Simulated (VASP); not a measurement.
# TaAs (Fd-3m) in VASP: single point with PBE

Aim: the single point of TaAs with PBE.

All numbers are computed with VASP 6.6.1; they aren't measurements. Logs are shortened: lines on timing, memory, paths and dates and some standing lists are left out, and cuts for length are marked.

## (1) The cell of the first run

Symmetry: Fd-3m, No. 227, cubic system. The conventional cell has a = 6.541 Å, b = 6.541 Å, c = 6.541 Å, α = 90.00°, β = 90.00°, γ = 90.00°. Ta (site symmetry -43m) has 4 Ta at 2.83 Å and 10 As at 2.83 to 3.27 Å within 3.7 Å. As (site symmetry -43m) has 10 Ta at 2.83 to 3.27 Å and 4 As at 2.83 Å within 3.7 Å.

## (2) Single point, PBE

The input, INCAR:

```
SYSTEM = TaAs
PREC = Accurate
ENCUT = 500
EDIFF = 1E-6
ISMEAR = 0
SIGMA = 0.2
LREAL = .False.
LASPH = .True.
NELM = 120
ALGO = Normal
ISIF = 2
LWAVE = .False.
LCHARG = .True.
GGA = PE
LELF = .True.
LVHAR = .True.
NBANDS = 24
GGA_COMPAT = .False.
```

The input, KPOINTS:

```
regular mesh
0
Gamma
  5 5 5
  0 0 0
```

The input, POSCAR:

```
TaAs
1.0
    0.0000000000      3.2703251852      3.2703251852
    3.2703251852      0.0000000000      3.2703251852
    3.2703251852      3.2703251852      0.0000000000
Ta As
2 2
Direct
    0.5000000000      0.5000000000      0.5000000000
    0.7500000000      0.7500000000      0.7500000000
    0.2500000000      0.2500000000      0.2500000000
    0.0000000000      0.0000000000      0.0000000000
```

Potentials or basis: VASP PAW PBE potentials, release 64 (Ta_pv, As).

Command:

```
$ cat potpaw_PBE.64/Ta_pv/POTCAR potpaw_PBE.64/As/POTCAR > POTCAR
$ mpirun -np 1 vasp_std > vasp.out
```

OUTCAR:

```text
SYSTEM = TaAs
   PREC = Accurate
   ENCUT = 500
   EDIFF = 1E-6
   ISMEAR = 0
   LREAL = .False.
   LASPH = .True.
   NELM = 120
   ISIF = 2
   GGA = PE

 ion  position               nearest neighbor table
   1  0.500  0.500  0.500-   3 2.83   3 2.83   3 2.83   2 2.83   2 2.83   2 2.83   3 2.83   2 2.83

   2  0.750  0.750  0.750-   1 2.83   1 2.83   1 2.83   4 2.83   4 2.83   4 2.83   4 2.83   1 2.83

   3  0.250  0.250  0.250-   4 2.83   4 2.83   4 2.83   1 2.83   1 2.83   1 2.83   4 2.83   1 2.83

   4  0.000  0.000  0.000-   2 2.83   2 2.83   2 2.83   3 2.83   3 2.83   3 2.83   3 2.83   2 2.83

  LATTYP: Found a face centered cubic cell.
 ALAT       =     6.5406503704

  Lattice vectors:

 A1 = (   0.0000000000,   3.2703251852,   3.2703251852)
 A2 = (   3.2703251852,   0.0000000000,   3.2703251852)
 A3 = (   3.2703251852,   3.2703251852,   0.0000000000)

Analysis of symmetry for initial positions (statically):
=====================================================================
 Subroutine PRICEL returns:
 Original cell was already a primitive cell.

 Routine SETGRP: Setting up the symmetry group for a
 face centered cubic supercell.

 Subroutine GETGRP returns: Found 48 space group operations
 (whereof 24 operations were pure point group operations)
 out of a pool of 48 trial point group operations.

The static configuration has the point symmetry T_d .
 The point group associated with its full space group is O_h .

Analysis of symmetry for dynamics (positions and initial velocities):
=====================================================================
 Subroutine PRICEL returns:
 Original cell was already a primitive cell.

 Routine SETGRP: Setting up the symmetry group for a
 face centered cubic supercell.

 Subroutine GETGRP returns: Found 48 space group operations
 (whereof 24 operations were pure point group operations)
 out of a pool of 48 trial point group operations.

The dynamic configuration has the point symmetry T_d .
 The point group associated with its full space group is O_h .

 Subroutine INISYM returns: Found 48 space group operations
 (whereof 24 operations are pure point group operations),
 and found     1 'primitive' translations

----------------------------------------------------------------------------------------

                                     Primitive cell

  volume of cell :      69.9524

  direct lattice vectors                    reciprocal lattice vectors
     0.000000000  3.270325185  3.270325185    -0.152889995  0.152889995  0.152889995
     3.270325185  0.000000000  3.270325185     0.152889995 -0.152889995  0.152889995
     3.270325185  3.270325185  0.000000000     0.152889995  0.152889995 -0.152889995

  length of vectors
     4.624938230  4.624938230  4.624938230     0.264813239  0.264813239  0.264813239

  position of ions in fractional coordinates (direct lattice)
     0.500000000  0.500000000  0.500000000
     0.750000000  0.750000000  0.750000000
     0.250000000  0.250000000  0.250000000
     0.000000000  0.000000000  0.000000000

  ion indices of the primitive-cell ions
   primitive index   ion index
                 1           1
                 2           2
                 3           3
                 4           4

----------------------------------------------------------------------------------------

 KPOINTS: regular mesh

Automatic generation of k-mesh.
 Grid dimensions read from file:
 generate k-points for:    5    5    5

 Generating k-lattice:

  Cartesian coordinates                     Fractional coordinates (reciprocal lattice)
    -0.030577999  0.030577999  0.030577999     0.200000000  0.000000000  0.000000000
     0.030577999 -0.030577999  0.030577999     0.000000000  0.200000000  0.000000000
     0.030577999  0.030577999 -0.030577999     0.000000000  0.000000000  0.200000000

  Length of vectors
     0.052962648  0.052962648  0.052962648

  Shift w.r.t. Gamma in fractional coordinates (k-lattice)
     0.000000000  0.000000000  0.000000000

 Subroutine IBZKPT returns following result:
 ===========================================

 Found     10 irreducible k-points:

 Following reciprocal coordinates:
            Coordinates               Weight
  0.000000  0.000000  0.000000      1.000000
  0.200000  0.000000  0.000000      8.000000
  0.400000  0.000000  0.000000      8.000000
  0.200000  0.200000  0.000000      6.000000
  0.400000  0.200000  0.000000     24.000000
 -0.400000  0.200000  0.000000     24.000000
 -0.200000  0.200000  0.000000     12.000000
  0.400000  0.400000  0.000000      6.000000
 -0.400000  0.400000  0.000000     12.000000
 -0.400000  0.400000  0.200000     24.000000
   k-points           NKPTS =     10   k-points in BZ     NKDIM =     10   number of bands    NBANDS=     24
   number of dos      NEDOS =    301   number of ions     NIONS =      4
   total plane-waves  NPLWV =  46656
   dimension x,y,z NGX =    36 NGY =   36 NGZ =   36
   dimension x,y,z NGXF=    72 NGYF=   72 NGZF=   72
   ions per type =               2   2
   NGX,Y,Z   is equivalent  to a cutoff of  12.94, 12.94, 12.94 a.u.
   NGXF,Y,Z  is equivalent  to a cutoff of  25.88, 25.88, 25.88 a.u.
 SYSTEM =  TaAs
   PREC   = accura    normal or accurate (medium, high low for compatibility)
   ISTART =      0    job   : 0-new  1-cont  2-samecut
   ICHARG =      2    charge: 1-file 2-atom 10-const
   ISPIN  =      1    spin polarized calculation?
   LNONCOLLINEAR =      F non collinear calculations
   LSORBIT =      F    spin-orbit coupling
   LASPH  =      T    aspherical Exc in radial PAW
   ENCUT  =  500.0 eV  36.75 Ry    6.06 a.u.   8.43  8.43  8.43*2*pi/ulx,y,z
   NELM   =    120;   NELMIN=  2; NELMDL= -5     # of ELM steps
   EDIFF  = 0.1E-05   stopping-criterion for ELM
   LREAL  =      F    real-space projection
   EDIFFG = 0.1E-04   stopping-criterion for IOM
   NSW    =      0    number of steps for IOM
   IBRION =     -1    ionic relax: 0-MD 1-quasi-New 2-CG
   NFREE  =      0    steps in history (QN), initial steepest desc. (CG)
   ISIF   =      2    stress and relaxation
   ISYM   =      2    0-nonsym 1-usesym 2-fastsym
   POTIM  = 0.5000    time-step for ionic-motion
   TEBEG  =    0.0;   TEEND  =   0.0 temperature during run
   PSTRESS=    0.0 pullay stress
   NELECT =      32.0000    total number of electrons
   NUPDOWN=      -1.0000    fix difference up-down
   EMIN   =  10.00;   EMAX   =-10.00  energy-range for DOS
   EFERMI =   0.00;   METHOD = LEGACY
   ISMEAR =     0;   SIGMA  =   0.20  broadening in eV -4-tet -1-fermi 0-gaus
   EFERMI_NEDOS =   21; number of points for ismear=-14 and -15
   IALGO  =     38    algorithm
   IMIX   =      4    mixing-type and parameters
     AMIX     =   0.40;   BMIX     =  1.00
     AMIX_MAG =   1.60;   BMIX_MAG =  1.00
  volume/ion in A,a.u.               =      17.49       118.02
  Fermi-wavevector in a.u.,A,eV,Ry     =   1.261413  2.383724 21.649075  1.591162
  Thomas-Fermi vector in A             =   2.394873
   LORBIT       =      0    0 simple, 1 ext, 2 COOP (PROOUT), +10 PAW based schemes
   GGA     = PE    functional components
   LHFCALC =     F    Hartree Fock is set to
   AEXX    =    0.0000 exact exchange contribution
   IVDW    =     0    specifies the selected vdW correction
   LEPSILON=     F    determine dielectric tensor
   LRPA    =     F    only Hartree local field effects (RPA)
 non-spin polarized calculation
 Gauss-broadening in eV      SIGMA  =   0.20
  energy-cutoff  :      500.00
  volume of cell :       69.95
 maximum number of plane-waves:      1807
 NGX is ok and might be reduce to    36
   NGX = 17   NGY = 17   NGZ = 17

 number of electron      31.9999999 magnetization

 Free energy of the ion-electron system (eV)
  ---------------------------------------------------
  ext. energy  EPLUGINS =         0.00000000
  ---------------------------------------------------
  free energy    TOTEN  =       -32.08031496 eV

  energy without entropy =      -32.05650460  energy(sigma->0) =      -32.06840978

 E-fermi :   6.9252     XC(G=0): -11.9704

 val. band max:        6.7540768566   @ k =   0.4000   0.0000   0.0000
 cond. band min:       7.1111974702   @ k =  -0.4000   0.4000   0.2000
 fundamental gap:      0.3571206136
 Fermi energy:         6.9252254602

 k-point     1 :       0.0000    0.0000    0.0000
  band No.  band energies     occupation
      1     -27.4372      2.00000
      2     -27.4372      2.00000
      3     -27.4372      2.00000
      4     -26.9961      2.00000
      5     -26.9961      2.00000
      6     -26.9961      2.00000
[... 16 lines left out ...]
     23      13.8034      0.00000
     24      13.8034      0.00000

 k-point     2 :       0.2000    0.0000    0.0000
  band No.  band energies     occupation
      1     -27.4557      2.00000
      2     -27.4557      2.00000
      3     -27.4369      2.00000
      4     -27.0027      2.00000
      5     -26.9773      2.00000
      6     -26.9773      2.00000
[... 16 lines left out ...]
     23      11.3657      0.00000
     24      12.2586      0.00000

 k-point     3 :       0.4000    0.0000    0.0000
  band No.  band energies     occupation
      1     -27.4829      2.00000
      2     -27.4829      2.00000
      3     -27.4388      2.00000
      4     -27.0107      2.00000
      5     -26.9497      2.00000
      6     -26.9497      2.00000
[... 16 lines left out ...]
     23      11.1984      0.00000
     24      11.1984      0.00000
[... 136 lines left out ...]
 k-point     9 :      -0.4000    0.4000    0.0000
  band No.  band energies     occupation
      1     -27.5486      2.00000
      2     -27.5288      2.00000
      3     -27.2627      2.00000
      4     -27.1876      2.00000
      5     -26.9038      2.00000
      6     -26.8898      2.00000
[... 16 lines left out ...]
     23      11.8489      0.00000
     24      12.6315      0.00000

 k-point    10 :      -0.4000    0.4000    0.2000
  band No.  band energies     occupation
      1     -27.5440      2.00000
      2     -27.5239      2.00000
      3     -27.2951      2.00000
      4     -27.1511      2.00000
      5     -26.9109      2.00000
      6     -26.8952      2.00000
[... 16 lines left out ...]
     23      11.6442      0.00000
     24      12.3822      0.00000

------------------------ aborting loop because EDIFF is reached ----------------------------------------

  FORCE on cell =-STRESS in cart. coord.  units (eV):
  Direction    XX          YY          ZZ          XY          YZ          ZX
  --------------------------------------------------------------------------------------
  -------------------------------------------------------------------------------------
  Total        0.0807413      0.0807413      0.0807413      0.0000000      0.0000000     -0.0000000
  in kB        1.8492843      1.8492843      1.8492843      0.0000000      0.0000000     -0.0000000
  external PRESSURE =       1.8492843 kB  Pullay stress =       0.0000000 kB

 VOLUME and BASIS-vectors are now :
 -----------------------------------------------------------------------------
  energy-cutoff  :      500.00
  volume of cell :       69.95
      direct lattice vectors                 reciprocal lattice vectors
     0.000000000  3.270325185  3.270325185    -0.152889995  0.152889995  0.152889995
     3.270325185  0.000000000  3.270325185     0.152889995 -0.152889995  0.152889995
     3.270325185  3.270325185  0.000000000     0.152889995  0.152889995 -0.152889995

 POSITION                                       TOTAL-FORCE (eV/Angst)
 -----------------------------------------------------------------------------------
      3.27033      3.27033      3.27033         0.000000      0.000000      0.000000
      4.90549      4.90549      4.90549        -0.000000     -0.000000     -0.000000
      1.63516      1.63516      1.63516         0.000000      0.000000      0.000000
      0.00000      0.00000      0.00000        -0.000000     -0.000000     -0.000000
 -----------------------------------------------------------------------------------
    total drift:                                0.000000      0.000000      0.000000

  FREE ENERGIE OF THE ION-ELECTRON SYSTEM (eV)
  ---------------------------------------------------
  free  energy   TOTEN  =       -32.0803149554 eV

  energy  without entropy=      -32.0565045951  energy(sigma->0) =      -32.06840978
```

It took 23 s on 1 thread of Intel Xeon 6975P-C, shared host; peak memory 0.21 GiB.

What came out:

```yaml
Free_energy: -32.0803 eV
Pressure: 0.2 GPa
Band_gap_on_the_k_mesh: zero (band 16 reaches 6.75 eV, above the bottom of band 17 at 6.72 eV)
```

Caveat: spin-orbit coupling is left out, which moves the levels of the heavy elements.
